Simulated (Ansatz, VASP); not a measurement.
**LiF: VASP beside Ansatz**

INCAR

```
SYSTEM = LiF
PREC = Accurate
ENCUT = 520
EDIFF = 1E-6
ISMEAR = 0
SIGMA = 0.05
LREAL = .False.
LASPH = .True.
NELM = 100
ALGO = Normal
ISIF = 2
LWAVE = .False.
LCHARG = .False.
GGA = CA
NBANDS = 18
```

File KPOINTS:

```
regular mesh
0
Gamma
  9 9 6
  0 0 0
```

POSCAR

```
LiF
1.0
    2.9680706168      0.0000000000      0.0000000000
   -1.4840353084      2.5704245544      0.0000000000
    0.0000000000      0.0000000000      4.8557635292
Li F
2 2
Direct
    0.3333333333      0.6666666667      0.3465456496
    0.6666666667      0.3333333333      0.8465456496
    0.3333333333      0.6666666667      0.9910195924
    0.6666666667      0.3333333333      0.4910195924
```

Input for Ansatz:

```yaml
crystal:
  lattice:
    - [2.9680706168, 0.0, 0.0]
    - [-1.4840353084, 2.5704245544, 0.0]
    - [0.0, 0.0, 4.8557635292]
  atoms:
    - { symbol: Li, position: [0.3333333333, 0.6666666667, 0.3465456496] }
    - { symbol: Li, position: [0.6666666667, 0.3333333333, 0.8465456496] }
    - { symbol: F, position: [0.3333333333, 0.6666666667, 0.9910195924] }
    - { symbol: F, position: [0.6666666667, 0.3333333333, 0.4910195924] }
basis:
  ecutwfc: 520.0
kpoints:
  mp_grid: { grid: [9, 9, 6] }
hamiltonian:
  xc: lda
scf:
  occupations: { method: gaussian, width: 0.05 }
output:
  forces: true
  stress: true
  eigenvalues: true
```

Alike in both runs: task single point; functional LDA; k mesh 9 × 9 × 6; occupations gaussian, width 0.05 eV; no spin polarisation.

|  | VASP | Ansatz |
| --- | --- | --- |
| version | VASP 6.6.1 | Ansatz 0.2.0 |
| potentials or method | VASP PAW LDA potentials, release 64 (Li_sv, F), cutoff 520 eV | scalar-relativistic, plane waves, PAW |
| valence electrons in the cell | 20 | 20 |

Ansatz gave:

| Item | Value |
| --- | --- |
| gap on the k mesh at the Fermi level (eV) | 7.91 |
| least direct gap on the mesh (eV) | 7.91 |
| rms of the force components (eV/Å) | 0.326 |

Problem. Estimate VASP's values.

Solution. gap on the k mesh at the Fermi level (eV): 7.90; least direct gap on the mesh (eV): 7.90; rms of the force components (eV/Å): 0.330.

LDA's correlation is that of Perdew and Zunger in VASP and of Perdew and Wang (1992) in Ansatz. Atom by atom the forces differ by 0.003 eV/Å (rms over components).

Noted on VASP's run: the cutoff is under 1.25 times that of the potentials, so the pressure is a little rough.
